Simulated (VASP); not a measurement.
GaB2As3: single point with r2SCAN

The system is GaB2As3.

```
B As Ga
1.0
    -1.77982    1.77982    7.78102
     1.77982   -1.77982    7.78102
     1.77982    1.77982   -7.78102
B As Ga
2 3 1
Direct
  0.82521 0.82521 0.00000
  0.17479 0.17479 0.00000
  0.25000 0.75000 0.50000
  0.60051 0.10051 0.50000
  0.89949 0.39949 0.50000
  0.50000 0.50000 0.00000
```

```
Program                : VASP 6.6.1
Task                   : single point
Functional             : r2SCAN
Potentials or basis    : VASP PAW PBE potentials, release 64 (B, As, Ga_d)
Cutoff                 : 520 eV
k mesh                 : 10 × 10 × 10
Occupations            : fermi-dirac, width 0.02 eV
Spin                   : no spin polarisation
Dipole correction      : no
Further INCAR settings : ALGO = Normal; EDIFF = 1e-07; NBANDS = 26
```

```yaml
Pressure: 0.2 GPa
Largest_force: 0.003 eV/Å
Band_gap_on_the_k_mesh: 0.75 eV (least direct gap 0.76 eV)
```

Forces on the atoms (eV/Å):
```
B    0.000  0.000 -0.003
B    0.000  0.000  0.003
As   0.000  0.000  0.000
As   0.000  0.000  0.003
As   0.000  0.000 -0.003
Ga   0.000  0.000  0.000
```

Levels at points of the mesh, in eV from the valence-band top:
| k point | band 14 | band 15 | band 16 | band 17 | band 18 | band 19 | band 20 | band 21 |
| --- | --- | --- | --- | --- | --- | --- | --- | --- |
| (0.00, 0.00, 0.00) | -3.11 | -0.60 | 0.00 | 0.00 | 0.76 | 0.93 | 2.19 | 2.31 |
| (0.50, 0.00, 0.00) | -2.86 | -2.81 | -2.21 | -0.71 | 1.37 | 2.35 | 3.33 | 3.72 |
| (0.50, 0.50, 0.00) | -5.08 | -4.88 | -4.15 | -4.11 | 1.06 | 1.09 | 2.97 | 3.18 |
| (0.50, 0.50, 0.50) | -2.58 | -2.58 | -0.85 | -0.85 | 0.78 | 1.01 | 1.84 | 2.80 |

Wall time 46 min on 1 thread of Intel(R) Xeon(R) 6975P-C (Granite Rapids) (shared host), peak memory 0.78 GiB.

Caveat: the PAW data sets were made with another functional, which shifts forces and pressure a little. A k mesh can miss the band edges.
